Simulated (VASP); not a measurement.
# TaN (P-42m) in VASP: notebook

TaN is run at these levels: PBE; tasks: single point.

Everything below comes from runs of VASP 6.6.1. Logs are shortened: lines on timing, memory, paths and dates and some standing lists are left out, and cuts for length are marked.

### Step 1. The cell of the first run

It takes space group P-42m (No. 111, tetragonal). Conventional cell: a = 4.990 Å, b = 4.990 Å, c = 4.450 Å, α = 90.00°, β = 90.00°, γ = 90.00°. Within 2.7 Å of Ta (site symmetry m) lie 4 N at 2.05 to 2.11 Å. N (site symmetry -42m) has 4 Ta at 2.11 Å within 2.8 Å. Within 2.7 Å of N (site symmetry 222) lie 4 Ta at 2.05 Å and 2 N at 2.50 Å. N (site symmetry -42m) has 4 Ta at 2.06 Å and 4 N at 2.50 Å within 2.7 Å.

### Step 2. Single point, PBE (atoms taken out)

INCAR reads:

```
SYSTEM = TaN
  PREC = Accurate
  ENCUT = 520
  EDIFF = 1E-6
  ISMEAR = 0
  SIGMA = 0.1
  LREAL = .FALSE.
  LASPH = .TRUE.
  NELM = 80
  ALGO = Normal
  ISIF = 2
  LWAVE = .FALSE.
  LCHARG = .TRUE.
  GGA = PE
  LELF = .TRUE.
  LVHAR = .TRUE.
  NBANDS = 42
```

KPOINTS reads:

```
Automatic mesh
0
G
  4 4 4
  0 0 0
```

POSCAR reads:

```
TaN
1.0
    4.9901538022      0.0000000000      0.0000000000
    0.0000000000      4.9901538022      0.0000000000
    0.0000000000      0.0000000000      4.4495650861
Ta N
4 4
Direct
    0.7521685068      0.7521685068      0.7662753576
    0.7521685068      0.2478314932      0.2337246424
    0.2478314932      0.7521685068      0.2337246424
    0.2478314932      0.2478314932      0.7662753576
    0.0000000000      0.0000000000      0.5000000000
    0.0000000000      0.5000000000      0.0000000000
    0.5000000000      0.0000000000      0.0000000000
    0.5000000000      0.5000000000      0.0000000000
```

Potentials or basis: VASP PAW PBE potentials, release 64 (Ta_pv, N).

Started as:

```
cat potpaw_PBE.64/Ta_pv/POTCAR potpaw_PBE.64/N/POTCAR > POTCAR
mpirun -np 1 vasp_std > vasp.out
```

OUTCAR:

```text
SYSTEM = TaN
   PREC = Accurate
   ENCUT = 520
   EDIFF = 1E-6
   ISMEAR = 0
   LREAL = .FALSE.
   LASPH = .TRUE.
   NELM = 80
   ISIF = 2
   GGA = PE

 ion  position               nearest neighbor table
   1  0.752  0.752  0.766-   6 2.05   7 2.05   8 2.06   5 2.11   2 3.23   3 3.23   2 3.26   3 3.26
                             2 3.43   3 3.43   2 3.46   3 3.46   4 3.50   4 3.53   4 3.53   4 3.56
   2  0.752  0.248  0.234-   6 2.05   7 2.05   8 2.06   5 2.11   1 3.23   4 3.23   1 3.26   4 3.26
                             4 3.43   1 3.43   4 3.46   1 3.46   3 3.50   3 3.53   3 3.53   3 3.56
   3  0.248  0.752  0.234-   6 2.05   7 2.05   8 2.06   5 2.11   1 3.23   4 3.23   1 3.26   4 3.26
                             4 3.43   1 3.43   4 3.46   1 3.46   2 3.50   2 3.53   2 3.53   2 3.56
   4  0.248  0.248  0.766-   6 2.05   7 2.05   8 2.06   5 2.11   2 3.23   3 3.23   2 3.26   3 3.26
                             2 3.43   3 3.43   2 3.46   3 3.46   1 3.50   1 3.53   1 3.53   1 3.56
   5  0.000  0.000  0.500-   1 2.11   2 2.11   3 2.11   4 2.11
   6  0.000  0.500  0.000-   1 2.05   2 2.05   3 2.05   4 2.05
   7  0.500  0.000  0.000-   1 2.05   2 2.05   3 2.05   4 2.05
   8  0.500  0.500  0.000-   1 2.06   2 2.06   3 2.06   4 2.06

  LATTYP: Found a simple tetragonal cell.
 ALAT       =     4.9901538022
 C/A-ratio  =     0.8916689269

  Lattice vectors:

 A1 = (   4.9901538022,   0.0000000000,   0.0000000000)
 A2 = (   0.0000000000,   4.9901538022,   0.0000000000)
 A3 = (   0.0000000000,   0.0000000000,   4.4495650861)

Analysis of symmetry for initial positions (statically):
=====================================================================
 Subroutine PRICEL returns:
 Original cell was already a primitive cell.

 Routine SETGRP: Setting up the symmetry group for a
 simple tetragonal supercell.

 Subroutine GETGRP returns: Found  8 space group operations
 (whereof  8 operations were pure point group operations)
 out of a pool of 16 trial point group operations.

The static configuration has the point symmetry D_2d.

Analysis of symmetry for dynamics (positions and initial velocities):
=====================================================================
 Subroutine PRICEL returns:
 Original cell was already a primitive cell.

 Routine SETGRP: Setting up the symmetry group for a
 simple tetragonal supercell.

 Subroutine GETGRP returns: Found  8 space group operations
 (whereof  8 operations were pure point group operations)
 out of a pool of 16 trial point group operations.

The dynamic configuration has the point symmetry D_2d.

 Subroutine INISYM returns: Found  8 space group operations
 (whereof  8 operations are pure point group operations),
 and found     1 'primitive' translations

----------------------------------------------------------------------------------------

                                     Primitive cell

  volume of cell :     110.8014

  direct lattice vectors                    reciprocal lattice vectors
     4.990153802  0.000000000  0.000000000     0.200394625  0.000000000  0.000000000
     0.000000000  4.990153802  0.000000000     0.000000000  0.200394625  0.000000000
     0.000000000  0.000000000  4.449565086     0.000000000  0.000000000  0.224741066

  length of vectors
     4.990153802  4.990153802  4.449565086     0.200394625  0.200394625  0.224741066

  position of ions in fractional coordinates (direct lattice)
     0.752168507  0.752168507  0.766275358
     0.752168507  0.247831493  0.233724642
     0.247831493  0.752168507  0.233724642
     0.247831493  0.247831493  0.766275358
     0.000000000  0.000000000  0.500000000
     0.000000000  0.500000000  0.000000000
     0.500000000  0.000000000  0.000000000
     0.500000000  0.500000000  0.000000000

  ion indices of the primitive-cell ions
   primitive index   ion index
                 1           1
                 2           2
                 3           3
                 4           4
                 5           5
                 6           6
                 7           7
                 8           8

----------------------------------------------------------------------------------------

 KPOINTS: Automatic mesh

Automatic generation of k-mesh.
 Grid dimensions read from file:
 generate k-points for:    4    4    4

 Generating k-lattice:

  Cartesian coordinates                     Fractional coordinates (reciprocal lattice)
     0.050098656  0.000000000  0.000000000     0.250000000  0.000000000  0.000000000
     0.000000000  0.050098656  0.000000000     0.000000000  0.250000000  0.000000000
     0.000000000  0.000000000  0.056185266     0.000000000  0.000000000  0.250000000

  Length of vectors
     0.050098656  0.050098656  0.056185266

  Shift w.r.t. Gamma in fractional coordinates (k-lattice)
     0.000000000  0.000000000  0.000000000

 Subroutine IBZKPT returns following result:
 ===========================================

 Found     18 irreducible k-points:

 Following reciprocal coordinates:
            Coordinates               Weight
  0.000000  0.000000  0.000000      1.000000
  0.250000  0.000000  0.000000      4.000000
  0.500000  0.000000  0.000000      2.000000
  0.250000  0.250000  0.000000      4.000000
  0.500000  0.250000  0.000000      4.000000
  0.500000  0.500000  0.000000      1.000000
[... 10 lines left out ...]
  0.500000  0.250000  0.500000      4.000000
  0.500000  0.500000  0.500000      1.000000
   k-points           NKPTS =     18   k-points in BZ     NKDIM =     18   number of bands    NBANDS=     42
   number of dos      NEDOS =    301   number of ions     NIONS =      8
   total plane-waves  NPLWV =  57600
   dimension x,y,z NGX =    40 NGY =   40 NGZ =   36
   dimension x,y,z NGXF=    80 NGYF=   80 NGZF=   72
   ions per type =               4   4
   NGX,Y,Z   is equivalent  to a cutoff of  13.33, 13.33, 13.45 a.u.
   NGXF,Y,Z  is equivalent  to a cutoff of  26.65, 26.65, 26.90 a.u.
 SYSTEM =  TaN
   PREC   = accura    normal or accurate (medium, high low for compatibility)
   ISTART =      0    job   : 0-new  1-cont  2-samecut
   ICHARG =      2    charge: 1-file 2-atom 10-const
   ISPIN  =      1    spin polarized calculation?
   LNONCOLLINEAR =      F non collinear calculations
   LSORBIT =      F    spin-orbit coupling
   LASPH  =      T    aspherical Exc in radial PAW
   ENCUT  =  520.0 eV  38.22 Ry    6.18 a.u.   9.28  9.28  8.27*2*pi/ulx,y,z
   NELM   =     80;   NELMIN=  2; NELMDL= -5     # of ELM steps
   EDIFF  = 0.1E-05   stopping-criterion for ELM
   LREAL  =      F    real-space projection
   EDIFFG = 0.1E-04   stopping-criterion for IOM
   NSW    =      0    number of steps for IOM
   IBRION =     -1    ionic relax: 0-MD 1-quasi-New 2-CG
   NFREE  =      0    steps in history (QN), initial steepest desc. (CG)
   ISIF   =      2    stress and relaxation
   ISYM   =      2    0-nonsym 1-usesym 2-fastsym
   POTIM  = 0.5000    time-step for ionic-motion
   TEBEG  =    0.0;   TEEND  =   0.0 temperature during run
   PSTRESS=    0.0 pullay stress
   NELECT =      64.0000    total number of electrons
   NUPDOWN=      -1.0000    fix difference up-down
   EMIN   =  10.00;   EMAX   =-10.00  energy-range for DOS
   EFERMI =   0.00;   METHOD = LEGACY
   ISMEAR =     0;   SIGMA  =   0.10  broadening in eV -4-tet -1-fermi 0-gaus
   EFERMI_NEDOS =   21; number of points for ismear=-14 and -15
   IALGO  =     38    algorithm
   IMIX   =      4    mixing-type and parameters
     AMIX     =   0.40;   BMIX     =  1.00
     AMIX_MAG =   1.60;   BMIX_MAG =  1.00
  volume/ion in A,a.u.               =      13.85        93.47
  Fermi-wavevector in a.u.,A,eV,Ry     =   1.363389  2.576431 25.290899  1.858829
  Thomas-Fermi vector in A             =   2.489796
   LORBIT       =      0    0 simple, 1 ext, 2 COOP (PROOUT), +10 PAW based schemes
   GGA     = PE    functional components
   LHFCALC =     F    Hartree Fock is set to
   AEXX    =    0.0000 exact exchange contribution
   IVDW    =     0    specifies the selected vdW correction
   LEPSILON=     F    determine dielectric tensor
   LRPA    =     F    only Hartree local field effects (RPA)
 non-spin polarized calculation
 Gauss-broadening in eV      SIGMA  =   0.10
  energy-cutoff  :      520.00
  volume of cell :      110.80
 maximum number of plane-waves:      3005
 NGX is ok and might be reduce to    40
   NGX = 19   NGY = 19   NGZ = 17

 number of electron      64.0000005 magnetization

 Free energy of the ion-electron system (eV)
  ---------------------------------------------------
  ext. energy  EPLUGINS =         0.00000000
  ---------------------------------------------------
  free energy    TOTEN  =       -84.75719483 eV

  energy without entropy =      -84.74017099  energy(sigma->0) =      -84.74868291

 E-fermi :   6.0005     XC(G=0): -11.7914

 val. band max:        5.9845800396   @ k =   0.5000   0.2500   0.0000
 cond. band min:       6.0223921880   @ k =   0.0000   0.0000   0.0000
 fundamental gap:      0.0378121483
 Fermi energy:         6.0004609125

 k-point     1 :       0.0000    0.0000    0.0000
  band No.  band energies     occupation
      1     -30.1041      2.00000
      2     -29.9465      2.00000
      3     -29.8260      2.00000
      4     -29.8260      2.00000
      5     -29.7153      2.00000
      6     -29.6904      2.00000
[... 34 lines left out ...]
     41       9.2366      0.00000
     42       9.4932      0.00000

 k-point     2 :       0.2500    0.0000    0.0000
  band No.  band energies     occupation
      1     -30.0641      2.00000
      2     -29.9179      2.00000
      3     -29.8523      2.00000
      4     -29.8152      2.00000
      5     -29.7210      2.00000
      6     -29.6911      2.00000
[... 709 lines left out ...]
     41       8.8198      0.00000
     42       9.0012      0.00000

 k-point    18 :       0.5000    0.5000    0.5000
  band No.  band energies     occupation
      1     -30.1142      2.00000
      2     -29.9545      2.00000
      3     -29.9545      2.00000
      4     -29.7428      2.00000
      5     -29.6883      2.00000
      6     -29.6883      2.00000
[... 34 lines left out ...]
     41       8.2675      0.00000
     42       9.1067      0.00000

------------------------ aborting loop because EDIFF is reached ----------------------------------------

  FORCE on cell =-STRESS in cart. coord.  units (eV):
  Direction    XX          YY          ZZ          XY          YZ          ZX
  --------------------------------------------------------------------------------------
  -------------------------------------------------------------------------------------
  Total        0.3138523      0.3138523      0.0524608      0.0000000      0.0000000      0.0000000
  in kB        4.5382715      4.5382715      0.7585775      0.0000000      0.0000000      0.0000000
  external PRESSURE =       3.2783735 kB  Pullay stress =       0.0000000 kB

 VOLUME and BASIS-vectors are now :
 -----------------------------------------------------------------------------
  energy-cutoff  :      520.00
  volume of cell :      110.80
      direct lattice vectors                 reciprocal lattice vectors
     4.990153802  0.000000000  0.000000000     0.200394625  0.000000000  0.000000000
     0.000000000  4.990153802  0.000000000     0.000000000  0.200394625  0.000000000
     0.000000000  0.000000000  4.449565086     0.000000000  0.000000000  0.224741066

 POSITION                                       TOTAL-FORCE (eV/Angst)
 -----------------------------------------------------------------------------------
      3.75344      3.75344      3.40959         0.006628      0.006628     -0.036382
      3.75344      1.23672      1.03997         0.006628     -0.006628      0.036382
      1.23672      3.75344      1.03997        -0.006628      0.006628      0.036382
      1.23672      1.23672      3.40959        -0.006628     -0.006628     -0.036382
      0.00000      0.00000      2.22478         0.000000      0.000000     -0.000000
      0.00000      2.49508      0.00000         0.000000      0.000000     -0.000000
      2.49508      0.00000      0.00000         0.000000      0.000000      0.000000
      2.49508      2.49508      0.00000         0.000000     -0.000000     -0.000000
 -----------------------------------------------------------------------------------
    total drift:                               -0.000000     -0.000000     -0.000000

  FREE ENERGIE OF THE ION-ELECTRON SYSTEM (eV)
  ---------------------------------------------------
  free  energy   TOTEN  =       -84.7571948317 eV

  energy  without entropy=      -84.7401709947  energy(sigma->0) =      -84.74868291
```

It took 1.9 min on 1 thread of Intel Xeon 8259CL, shared host; peak memory 0.26 GiB.

What came out:

```yaml
Free_energy: -84.7572 eV
Pressure: 0.3 GPa
Largest_force: 0.038 eV/Å
Band_gap_on_the_k_mesh: zero (bands 32 and 33 overlap by 0.86 eV)
```

Forces in eV/Å, atoms in the order of the input:
```
Ta   0.007  0.007 -0.036
Ta   0.007 -0.007  0.036
Ta  -0.007  0.007  0.036
Ta  -0.007 -0.007 -0.036
N    0.000  0.000  0.000
N    0.000  0.000  0.000
N    0.000  0.000  0.000
N    0.000  0.000  0.000
```

Caveat: the cell differs from its parent crystal (atoms taken out); spin-orbit coupling is left out, which moves the levels of the heavy elements.

### Step 3. Single point, PBE (atoms taken out)

INCAR reads:

```
SYSTEM = TaN
  PREC = Accurate
  ENCUT = 520
  EDIFF = 1E-6
  ISMEAR = 0
  SIGMA = 0.1
  LREAL = .False.
  LASPH = .True.
  NELM = 80
  ALGO = Normal
  ISIF = 2
  LWAVE = .False.
  LCHARG = .False.
  GGA = PE
  NBANDS = 42
```

KPOINTS reads:

```
Automatic mesh
0
Gamma
  4 4 4
  0 0 0
```

POSCAR reads:

```
TaN
1.0
    5.0645165600      0.0000000000      0.0000000000
    0.0000000000      5.0645165600      0.0000000000
    0.0000000000      0.0000000000      5.0645165600
Ta N
4 4
Direct
    0.7500000000      0.7500000000      0.7500000000
    0.7500000000      0.2500000000      0.2500000000
    0.2500000000      0.7500000000      0.2500000000
    0.2500000000      0.2500000000      0.7500000000
    0.0000000000      0.0000000000      0.5000000000
    0.0000000000      0.5000000000      0.0000000000
    0.5000000000      0.0000000000      0.0000000000
    0.5000000000      0.5000000000      0.0000000000
```

Potentials or basis: VASP PAW PBE potentials, release 64 (Ta_pv, N).

Started as:

```
cat potpaw_PBE.64/Ta_pv/POTCAR potpaw_PBE.64/N/POTCAR > POTCAR
mpirun -np 1 vasp_std > vasp.out
```

Wall time 2.9 min (1 thread of Intel Xeon 8259CL, shared host); peak memory 0.27 GiB.

Results (log left out):

* Free energy: -82.1367 eV
* Pressure: -28.0 GPa
* Largest force: 2.062 eV/Å
* Band gap on the k mesh: zero (bands 32 and 33 overlap by 0.42 eV)

Forces on the atoms (eV/Å):
```
Ta  -0.483 -0.483  1.946
Ta  -0.483  0.483 -1.946
Ta   0.483 -0.483 -1.946
Ta   0.483  0.483  1.946
N    0.000  0.000  0.000
N    0.000  0.000  0.000
N    0.000  0.000  0.000
N    0.000  0.000  0.000
```

Stress tensor (GPa, compression positive):
```
-23.34   0.00   0.00
  0.00 -23.34   0.00
  0.00   0.00 -37.19
```

Levels at points of the mesh, in eV from the Fermi level:
| k point | band 29 | band 30 | band 31 | band 32 | band 33 | band 34 | band 35 | band 36 |
| --- | --- | --- | --- | --- | --- | --- | --- | --- |
| (0.00, 0.00, 0.00) | -1.40 | -1.33 | -1.33 | 0.04 | 0.04 | 0.43 | 0.71 | 0.75 |
| (0.50, 0.00, 0.00) | -1.66 | -1.25 | -0.90 | -0.40 | -0.10 | 0.56 | 1.05 | 1.29 |
| (0.00, 0.00, 0.50) | -1.57 | -1.52 | -1.25 | -0.33 | 0.20 | 0.53 | 0.53 | 1.19 |
| (0.50, 0.50, 0.00) | -2.15 | -1.15 | -1.15 | -0.57 | 0.12 | 0.34 | 1.13 | 1.13 |
| (0.00, 0.50, 0.50) | -1.45 | -1.16 | -0.20 | 0.19 | 0.20 | 0.44 | 0.44 | 0.64 |
| (0.50, 0.50, 0.50) | -1.12 | -0.62 | -0.62 | 0.16 | 0.93 | 0.93 | 1.16 | 1.20 |

Caveat: the cell differs from its parent crystal (atoms taken out); the stress differs along the axes, from -37 to -23 GPa; spin-orbit coupling is left out, which moves the levels of the heavy elements; forces of over 1 eV/Å act on the atoms, so gaps and moduli don't describe the material at rest.

The gap in the log of VASP goes by the Fermi energy; the results here count the filled bands.